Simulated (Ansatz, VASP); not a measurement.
This is a calculation of BP for VASP 6.6.1.

Contents of INCAR:

```
PREC = Accurate
ENCUT = 520
EDIFF = 1E-7
ISMEAR = 0
SIGMA = 0.026000000000000002
LREAL = False
LASPH = True
NELM = 60
ALGO = Normal
ISIF = 2
LWAVE = False
LCHARG = True
GGA = PE
LELF = True
LVHAR = True
NBANDS = 11
```

File KPOINTS:

```
Automatic mesh
0
Gamma
  10 10 10
```

File POSCAR:

```
BP
1.0
    0.0000000000      2.2690000000      2.2690000000
    2.2690000000      0.0000000000      2.2690000000
    2.2690000000      2.2690000000      0.0000000000
P B
1 1
Direct
    0.7500000000      0.7500000000      0.7500000000
    0.0000000000      0.0000000000      0.0000000000
```

Potentials or basis: VASP PAW PBE potentials, release 64 (P, B).

Run with:

```bash
$ cat potpaw_PBE.64/P/POTCAR potpaw_PBE.64/B/POTCAR > POTCAR
$ mpirun -np 1 vasp_std > vasp.out
```

Q: Set up the same calculation for Ansatz 0.2.0. Potentials there: all-electron LAPW, scalar-relativistic.

A: As run (the cutoff follows the program's own potentials):

Contents of input.yaml:

```yaml
crystal:
  lattice:
    - [0.0, 2.269, 2.269]
    - [2.269, 0.0, 2.269]
    - [2.269, 2.269, 0.0]
  atoms:
    - { symbol: P, position: [0.75, 0.75, 0.75] }
    - { symbol: B, position: [0.0, 0.0, 0.0] }
kpoints:
  mp_grid: { grid: [10, 10, 10] }
scf:
  occupations: { method: gaussian, width: 0.026 }
hamiltonian:
  xc: pbe
  pseudopotentials: { kind: all_electron, lapw: { basis_error: 0.001 } }
output:
  forces: true
  stress: true
  eigenvalues: true
```

Potentials or basis: all-electron LAPW, scalar-relativistic.

Run with:

```bash
$ ansatz run input.yaml --threads 1 --pin off --max-ram 3072MiB --backend cpu --events-out ev --progress --plain --runs-dir out
```

Both were run:

|  | VASP | Ansatz | Ansatz less VASP |
| --- | --- | --- | --- |
| gap on the k mesh at the Fermi level (eV) | 1.24 | 1.25 | +0.007 |
| least direct gap on the mesh (eV) | 3.40 | 3.41 | +0.006 |
| pressure (GPa) | 0.9 | 1.1 | +0.19 |

Ansatz ran all-electron here, and VASP with PAW potentials.
